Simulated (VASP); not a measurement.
Crystal: N.

```
CELL_PARAMETERS angstrom
5.64400 0.00000 0.00000
0.00000 5.64400 0.00000
0.00000 0.00000 5.64400
ATOMIC_POSITIONS crystal
N 0.05400 0.05400 0.05400
N 0.44600 0.94600 0.55400
N 0.55400 0.44600 0.94600
N 0.94600 0.55400 0.44600
N 0.94600 0.94600 0.94600
N 0.55400 0.05400 0.44600
N 0.44600 0.55400 0.05400
N 0.05400 0.44600 0.55400
```

| Quantity | Value |
| --- | --- |
| Program | VASP 6.6.1 |
| Task | relaxation of cell and atoms |
| Functional | revPBE |
| Potentials or basis | VASP PAW PBE potentials, release 64 (N) |
| Cutoff | 600 eV |
| k mesh | 3 × 3 × 3 |
| Occupations | fermi-dirac, width 0.05 eV |
| Spin | no spin polarisation |

At the start: pressure 14.8 GPa; volume 22.47 Å³/atom.

**Question.** Where does the relaxation end?

**Answer.** Over 45 steps the energy falls by 173.7 meV/atom and the volume is 29.96 Å³/atom (+33.3 %); space group Pa-3 (No. 205, to 0.05 Å).

The path:
```tsv
step	energy change (eV)	largest force (eV/Å)	pressure (GPa)	volume (Å³)
1	0.0000	11.0173	14.75	179.79
3	37.5897	9.3601	-17.28	218.37
5	4.9360	13.7055	-18.94	187.96
7	-0.6491	5.7964	-6.72	181.77
9	-1.1527	1.9677	-1.48	180.28
11	-1.1959	0.8469	0.02	179.91
13	-1.2009	0.5554	0.40	179.82
15	-1.2018	0.4829	0.51	179.80
17	-1.2020	0.4638	0.53	179.79
19	-1.2020	0.4589	0.53	179.79
21	-1.2060	0.0972	1.26	179.97
23	-1.2902	0.3393	1.15	194.87
25	-1.1629	3.7573	2.51	272.17
27	-1.3254	2.1828	2.35	229.78
29	-1.3416	1.9037	2.00	232.68
31	-1.3787	0.8520	0.73	244.55
33	-1.3813	0.5038	0.30	249.25
35	-1.3823	0.4460	0.26	248.95
37	-1.3882	0.2399	0.18	242.60
39	-1.3892	0.1203	0.14	238.25
41	-1.3889	0.1913	0.17	240.54
43	-1.3894	0.0552	0.06	239.34
45	-1.3895	0.0050	0.00	239.71
```

Final structure:
```yaml
crystal:
  lattice:
    - [6.21193, 0.00000, 0.00000]
    - [0.00000, 6.21193, 0.00000]
    - [0.00000, 0.00000, 6.21193]
  atoms:
    - { symbol: N, position: [0.05187, 0.05187, 0.05187] }
    - { symbol: N, position: [0.44813, 0.94813, 0.55187] }
    - { symbol: N, position: [0.55187, 0.44813, 0.94813] }
    - { symbol: N, position: [0.94813, 0.55187, 0.44813] }
    - { symbol: N, position: [0.94813, 0.94813, 0.94813] }
    - { symbol: N, position: [0.55187, 0.05187, 0.44813] }
    - { symbol: N, position: [0.44813, 0.55187, 0.05187] }
    - { symbol: N, position: [0.05187, 0.44813, 0.55187] }
```

Caveat: the standard files for N, O and F lose accuracy on very short bonds; the volume moved by over 15 % at a fixed basis, so the end points are rough; the PAW data sets were made with another functional, which shifts forces and pressure a little; the volume moved by +33 % from the deposited cell, more than functionals usually miss.
